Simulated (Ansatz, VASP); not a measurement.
**Bi2Te2Pb2S3 in VASP and in Ansatz**

```
CELL_PARAMETERS angstrom
4.21748 0.00000 0.00000
-2.10874 3.65245 0.00000
0.00000 0.00000 33.47635
ATOMIC_POSITIONS crystal
Bi 0.33333 0.66667 0.20435
Bi 0.66667 0.33333 0.79565
Bi 0.33333 0.66667 0.39727
Bi 0.66667 0.33333 0.60273
Te 0.33333 0.66667 0.74176
Te 0.66667 0.33333 0.25824
Te 0.00000 0.00000 0.34338
Te 0.00000 0.00000 0.65662
Pb 0.33333 0.66667 0.89841
Pb 0.66667 0.33333 0.10159
Pb 0.00000 0.00000 0.00000
Pb 0.00000 0.00000 0.50000
S 0.00000 0.00000 0.84786
S 0.00000 0.00000 0.15214
S 0.33333 0.66667 0.05072
S 0.66667 0.33333 0.94928
S 0.33333 0.66667 0.55061
S 0.66667 0.33333 0.44939
```

Change from the starting cell: volume scaled by 0.97, ions relaxed.

Alike in both runs: functional PBE; k mesh 8 × 8 × 1; occupations fermi-dirac, width 0.02 eV; no spin polarisation.

Ansatz relaxed the structure, and its values are those at the end. VASP's run is a single point on that final structure, the one shown.

|  | VASP | Ansatz |
| --- | --- | --- |
| version | VASP 6.6.1 | Ansatz 0.2.0 |
| potentials or method | VASP PAW PBE potentials, release 64 (Bi_d, Te, Pb_d, S) | plane-wave PAW, scalar-relativistic |
| plane-wave cutoff (eV) | 520 | 420 |
| valence electrons in the cell | 176 | 216 |

|  | VASP | Ansatz | Ansatz less VASP |
| --- | --- | --- | --- |
| pressure (GPa) | 2.3 | 2.3 | +0.03 |
| rms of the force components (eV/Å) | 0.009 | 0.003 | -0.0051 |

The functional is the same, so the differences come from potentials, cutoffs and numerics. VASP's potentials hold 176 valence electrons a cell and Ansatz's 216, so a difference there can come from the potentials and not from the codes. Ansatz's warnings: stress scf threshold loose.

Spin-orbit coupling is off throughout.
